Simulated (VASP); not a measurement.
# MnAs (P6_3/mmc) in VASP: settings compared, part 2 of 2

VASP 6.6.1. The steps go on from the part before.

## (4) Single point, BLYP, collinear spin, ferromagnetic start

This run uses another cell than the first one, of 16.96 Å³/atom.

Contents of INCAR:

```
SYSTEM = MnAs
PREC     = Accurate       ! precision mode
ENCUT    = 520            ! plane-wave cutoff, eV
EDIFF    = 1E-6           ! SCF threshold, eV
ISMEAR   = -1             ! smearing method
SIGMA    = 0.05           ! smearing width, eV
LREAL    = .FALSE.        ! projectors in reciprocal space
LASPH    = .TRUE.         ! aspherical terms in the spheres
NELM     = 150            ! most SCF steps
ALGO     = Normal         ! electronic algorithm
ISIF     = 2              ! what is computed and relaxed
LWAVE    = .FALSE.        ! write WAVECAR
LCHARG   = .TRUE.         ! write CHGCAR
ISPIN    = 2              ! spin polarisation
MAGMOM   = 0 0 4 4        ! initial moments
LORBIT   = 11             ! projections on sites
LMAXMIX  = 4              ! l up to which the mixer works
GGA      = B5             ! functional
ALDAX    = 1.0          
AGGAX    = 1.0          
AGGAC    = 1.0          
ALDAC    = 0.0          
LELF     = .TRUE.         ! ELF
LVHAR    = .TRUE.       
NBANDS   = 30             ! bands
```

Contents of KPOINTS:

```
Automatic mesh
0
G
  8 8 5
  0 0 0
```

Contents of POSCAR:

```
MnAs
1.0
    3.7100000000      0.0000000000      0.0000000000
   -1.8550000000      3.2129542480      0.0000000000
    0.0000000000      0.0000000000      5.6910000000
As Mn
2 2
Direct
    0.6666666667      0.3333333333      0.7500000000
    0.3333333333      0.6666666667      0.2500000000
    0.0000000000      0.0000000000      0.5000000000
    0.0000000000      0.0000000000      0.0000000000
```

Potentials or basis: VASP PAW PBE potentials, release 64 (As, Mn_pv).

Launch:

```sh
$ cat potpaw_PBE.64/As/POTCAR potpaw_PBE.64/Mn_pv/POTCAR > POTCAR
$ mpirun -np 1 vasp_std > vasp.out
```

OUTCAR:

```text
SYSTEM = MnAs
   PREC = Accurate
   ENCUT = 520
   EDIFF = 1E-6
   ISMEAR = -1
   LREAL = .FALSE.
   LASPH = .TRUE.
   NELM = 150
   ISIF = 2
   ISPIN = 2
   LORBIT = 11
   GGA = B5

 ion  position               nearest neighbor table
   1  0.667  0.333  0.750-   3 2.57   4 2.57   3 2.57   4 2.57   3 2.57   4 2.57
   2  0.333  0.667  0.250-   3 2.57   4 2.57   3 2.57   4 2.57   3 2.57   4 2.57
   3  0.000  0.000  0.500-   1 2.57   2 2.57   2 2.57   1 2.57   1 2.57   2 2.57   4 2.85   4 2.85

   4  0.000  0.000  0.000-   1 2.57   2 2.57   2 2.57   1 2.57   1 2.57   2 2.57   3 2.85   3 2.85

  LATTYP: Found a hexagonal cell.
 ALAT       =     3.7100000000
 C/A-ratio  =     1.5339622642

  Lattice vectors:

 A1 = (   3.7100000000,   0.0000000000,   0.0000000000)
 A2 = (  -1.8550000000,   3.2129542480,   0.0000000000)
 A3 = (   0.0000000000,   0.0000000000,   5.6910000000)

Analysis of symmetry for initial positions (statically):
=====================================================================
 Subroutine PRICEL returns:
 Original cell was already a primitive cell.
[... 1794 lines left out ...]
  --------------------------------------------------------------------------------------
  -------------------------------------------------------------------------------------
  Total        1.0454750      1.0454750      0.0744121      0.0000000      0.0000000     -0.0000000
  in kB       24.6920539     24.6920539      1.7574667      0.0000000      0.0000000     -0.0000000
  external PRESSURE =      17.0471915 kB  Pullay stress =       0.0000000 kB

 VOLUME and BASIS-vectors are now :
 -----------------------------------------------------------------------------
  energy-cutoff  :      520.00
  volume of cell :       67.84
      direct lattice vectors                 reciprocal lattice vectors
     3.710000000  0.000000000  0.000000000     0.269541779  0.155620019  0.000000000
    -1.855000000  3.212954248  0.000000000     0.000000000  0.311240037  0.000000000
     0.000000000  0.000000000  5.691000000     0.000000000  0.000000000  0.175716043

 POSITION                                       TOTAL-FORCE (eV/Angst)
 -----------------------------------------------------------------------------------
      1.85500      1.07098      4.26825         0.000000     -0.000000      0.000000
     -0.00000      2.14197      1.42275        -0.000000      0.000000      0.000000
      0.00000      0.00000      2.84550        -0.000000      0.000000      0.000000
      0.00000      0.00000      0.00000        -0.000000      0.000000      0.000000
 -----------------------------------------------------------------------------------
    total drift:                               -0.000000      0.000000     -0.000000

  FREE ENERGIE OF THE ION-ELECTRON SYSTEM (eV)
  ---------------------------------------------------
  free  energy   TOTEN  =       -24.5346707800 eV

  energy  without entropy=      -24.5086500951  energy(sigma->0) =      -24.52166044

 total charge

# of ion       s       p       d       tot
------------------------------------------
    1        1.242   1.537   0.048   2.828
    2        1.242   1.537   0.048   2.828
    3        0.280   6.236   5.113  11.629
    4        0.280   6.236   5.113  11.629
--------------------------------------------------
tot          3.043  15.547  10.322  28.912

 magnetization (x)

# of ion       s       p       d       tot
------------------------------------------
    1        0.011  -0.132   0.007  -0.115
    2        0.011  -0.132   0.007  -0.115
    3        0.031   0.018   3.018   3.067
    4        0.031   0.018   3.018   3.067
--------------------------------------------------
tot          0.084  -0.229   6.050   5.904
```

OSZICAR:

```text
N       E                     dE             d eps       ncg     rms          rms(c)
DAV:   1     0.353563720606E+03    0.35356E+03   -0.19564E+04  3736   0.130E+03
DAV:   2    -0.641153651488E+01   -0.35998E+03   -0.34202E+03  3690   0.377E+02
DAV:   3    -0.264859251062E+02   -0.20074E+02   -0.19642E+02  4174   0.968E+01
DAV:   4    -0.268285093098E+02   -0.34258E+00   -0.34199E+00  3930   0.124E+01
DAV:   5    -0.268328405538E+02   -0.43312E-02   -0.43310E-02  4146   0.154E+00    0.170E+01
DAV:   6    -0.277494462151E+02   -0.91661E+00   -0.20884E+01  3902   0.497E+01    0.204E+01
DAV:   7    -0.244976605981E+02    0.32518E+01   -0.10741E+01  3936   0.361E+01    0.523E+00
DAV:   8    -0.245349293529E+02   -0.37269E-01   -0.51666E-01  3912   0.426E+00    0.260E+00
DAV:   9    -0.245316396450E+02    0.32897E-02   -0.64856E-02  4032   0.212E+00    0.114E+00
DAV:  10    -0.245334217611E+02   -0.17821E-02   -0.12106E-02  3888   0.725E-01    0.429E-01
DAV:  11    -0.245345730782E+02   -0.11513E-02   -0.18173E-03  3998   0.350E-01    0.140E-01
DAV:  12    -0.245346564151E+02   -0.83337E-04   -0.29192E-04  3976   0.135E-01    0.453E-02
DAV:  13    -0.245346660490E+02   -0.96339E-05   -0.28980E-05  3984   0.353E-02    0.201E-02
DAV:  14    -0.245346698452E+02   -0.37962E-05   -0.58623E-06  3960   0.173E-02    0.609E-03
DAV:  15    -0.245346707800E+02   -0.93482E-06   -0.10619E-06  2610   0.654E-03
   1 F= -.24534671E+02 E0= -.24521660E+02  d E =-.260207E-01  mag=     6.0131
```

Wall time 60 s (1 thread of Intel Xeon 6975P-C (Granite Rapids), shared host); peak memory 0.25 GiB.

What came out:

```
Free energy                                           : -24.5347 eV
Pressure                                              : 1.7 GPa
Band gap on the k mesh                                : zero (filled and empty bands overlap)
Net moment                                            : 6.01 μB per cell
Site moments                                          : As -0.12; Mn +3.07 μB
Valence electrons inside the program's atomic spheres : As 2.83; Mn 11.63
```

Stress tensor (GPa, compression positive):
```
2.47 0.00 0.00
0.00 2.47 0.00
0.00 0.00 0.18
```

Levels at points of the mesh, in eV from the Fermi level:
Spin up:
```tsv
k point	band 18	band 19	band 20	band 21	band 22	band 23	band 24	band 25
(0.00, 0.00, 0.00)	-1.71	-0.40	0.55	0.55	1.42	2.87	2.87	4.14
(0.50, 0.00, 0.00)	-2.00	-1.99	-1.75	-1.52	-0.46	1.17	3.15	5.04
```
Spin down:
| k point | band 11 | band 12 | band 13 | band 14 | band 15 | band 16 | band 17 | band 18 | band 19 | band 20 |
| --- | --- | --- | --- | --- | --- | --- | --- | --- | --- | --- |
| (0.00, 0.00, 0.00) | -2.89 | -1.18 | -0.21 | -0.21 | -0.11 | -0.11 | 0.48 | 0.48 | 1.13 | 1.13 |
| (0.50, 0.00, 0.00) | -3.19 | -3.14 | -2.75 | -2.00 | -1.30 | 0.52 | 0.64 | 0.64 | 0.69 | 1.23 |

Caveat: the PAW data sets were made with another functional, which shifts forces and pressure a little; the run started ferromagnetic, and an antiferromagnetic order may lie lower in energy.

## (5) Single point, RPBE, collinear spin, ferromagnetic start

This run uses another cell than the first one, of 16.96 Å³/atom.

Contents of INCAR:

```
PREC     = Accurate       # precision mode
ENCUT    = 520            # plane-wave cutoff, eV
EDIFF    = 1E-6           # SCF threshold, eV
ISMEAR   = -1             # smearing method
SIGMA    = 0.05           # smearing width, eV
LREAL    = F              # projectors in reciprocal space
LASPH    = T              # aspherical terms in the spheres
NELM     = 150            # most SCF steps
ALGO     = Normal         # electronic algorithm
ISIF     = 2              # what is computed and relaxed
LWAVE    = F              # write WAVECAR
LCHARG   = T              # write CHGCAR
ISPIN    = 2              # spin polarisation
MAGMOM   = 0 0 4 4        # initial moments
LORBIT   = 11             # projections on sites
LMAXMIX  = 4              # l up to which the mixer works
GGA      = RP             # functional
LELF     = T              # ELF
LVHAR    = T            
NBANDS   = 30             # bands
```

Contents of KPOINTS:

```
Automatic mesh
0
Gamma
  8 8 5
```

POSCAR is that of step 4.

Launch:

```sh
$ cat potpaw_PBE.64/As/POTCAR potpaw_PBE.64/Mn_pv/POTCAR > POTCAR
$ mpirun -np 1 vasp_std > vasp.out
```

Run time: 52 s. Hardware: 1 thread of Intel Xeon 6975P-C (Granite Rapids), shared host; peak memory 0.25 GiB.

It converged, with:

```yaml
Free_energy: -26.6882 eV
Pressure: 0.2 GPa
Net_moment: 6.38 μB per cell
Site_moments: As -0.13; Mn +3.26 μB
Valence_electrons_inside_the_program's_atomic_spheres: As 2.79; Mn 11.56
```

Stress tensor (GPa, compression positive):
```
 0.94  0.00  0.00
 0.00  0.94  0.00
 0.00  0.00 -1.37
```

Levels at points of the mesh, in eV from the Fermi level:
Spin up:
```csv
k point,band 18,band 19,band 20,band 21,band 22,band 23,band 24,band 25
"(0.00, 0.00, 0.00)",-1.94,-0.58,0.56,0.56,1.50,2.81,2.81,3.83
"(0.50, 0.00, 0.00)",-2.19,-2.10,-1.98,-1.72,-0.63,1.00,3.11,4.74
```
Spin down:
| k point | band 12 | band 13 | band 14 | band 15 | band 16 | band 17 | band 18 | band 19 |
| --- | --- | --- | --- | --- | --- | --- | --- | --- |
| (0.00, 0.00, 0.00) | -1.12 | -0.06 | -0.06 | 0.05 | 0.05 | 0.49 | 0.49 | 1.32 |
| (0.50, 0.00, 0.00) | -3.13 | -2.70 | -2.07 | -1.28 | 0.70 | 0.80 | 0.84 | 0.91 |

Caveat: the PAW data sets were made with another functional, which shifts forces and pressure a little; the run started ferromagnetic, and an antiferromagnetic order may lie lower in energy.

## (6) The runs side by side

| level | cell | gap on the mesh (eV) | pressure (GPa) | moment (μB) |
| --- | --- | --- | --- | --- |
| revPBE | a = 3.732, b = 3.732, c = 5.557 Å, angles 90.0, 90.0, 120.0°, 4 atoms | none | 0.1 | 6.26 |
| revPBE | a = 3.710, b = 3.710, c = 5.691 Å, angles 90.0, 90.0, 120.0°, 4 atoms | none | -0.8 | 6.36 |
| BLYP | a = 3.710, b = 3.710, c = 5.691 Å, angles 90.0, 90.0, 120.0°, 4 atoms | none | 1.7 | 6.01 |
| RPBE | a = 3.710, b = 3.710, c = 5.691 Å, angles 90.0, 90.0, 120.0°, 4 atoms | none | 0.2 | 6.38 |

Alike in all rows: task single point; potentials or basis VASP PAW PBE potentials, release 64 (As, Mn_pv); spin collinear, ferromagnetic start; k mesh 8 × 8 × 5; cutoff (eV) 520; smearing fermi-dirac 0.05 eV.

Caveats: the PAW data sets were made with another functional, which shifts forces and pressure a little; the run started ferromagnetic, and an antiferromagnetic order may lie lower in energy.

Absolute energies hang on the potentials; compare differences alone.
